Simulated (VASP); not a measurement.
## BaTiO3: phonons with PBE+U

The system is BaTiO3.

```
Ba Ti O
1.0
     4.02885    0.00000    0.00000
     0.00000    4.02885    0.00000
     0.00000    0.00000    4.02885
Ba Ti O
1 1 3
Direct
  0.50000 0.50000 0.50000
  0.00000 0.00000 0.00000
  0.50000 0.00000 0.00000
  0.00000 0.50000 0.00000
  0.00000 0.00000 0.50000
```

```json
{
  "Program": "VASP 6.6.1",
  "Task": "phonons",
  "Functional": "PBE",
  "Potentials or basis": "VASP PAW PBE potentials, release 64 (Ba_sv, Ti_sv, O)",
  "Cutoff": "520 eV",
  "k mesh": "8 × 8 × 8",
  "Occupations": "gaussian, width 0.05 eV",
  "Spin": "no spin polarisation",
  "Hubbard terms": "Ti d U = 4.0 eV",
  "Dipole correction": "no",
  "Further INCAR settings": "ALGO = Normal; EDIFF = 1e-08; IBRION = 6; POTIM = 0.015; NSW = 1"
}
```

| Quantity | Value |
| --- | --- |
| Highest phonon frequency at Γ, LO-TO splitting left out | 480 cm⁻¹ |

Phonon frequencies in cm⁻¹ (negative: imaginary):
```tsv
q point	frequencies
(0.000, 0.000, 0.000)	0 0 0 150 150 150 176 176 176 286 286 286 480 480 480
```

Eigenvalues of the final occupation matrices:
| site | spin | trace | eigenvalues |
| --- | --- | --- | --- |
| site 2 d | 1 | 0.78 | 0.10 0.10 0.10 0.23 0.23 |
| site 2 d | 2 | 0.78 | 0.10 0.10 0.10 0.23 0.23 |

Wall time 6.6 min on 1 thread of Oxide Virtual Turin-like Processor (shared host), peak memory 0.39 GiB.

Caveat: the cell stands under pressure or tension, which shifts response properties; spin-orbit coupling is left out, which moves the levels of the heavy elements.
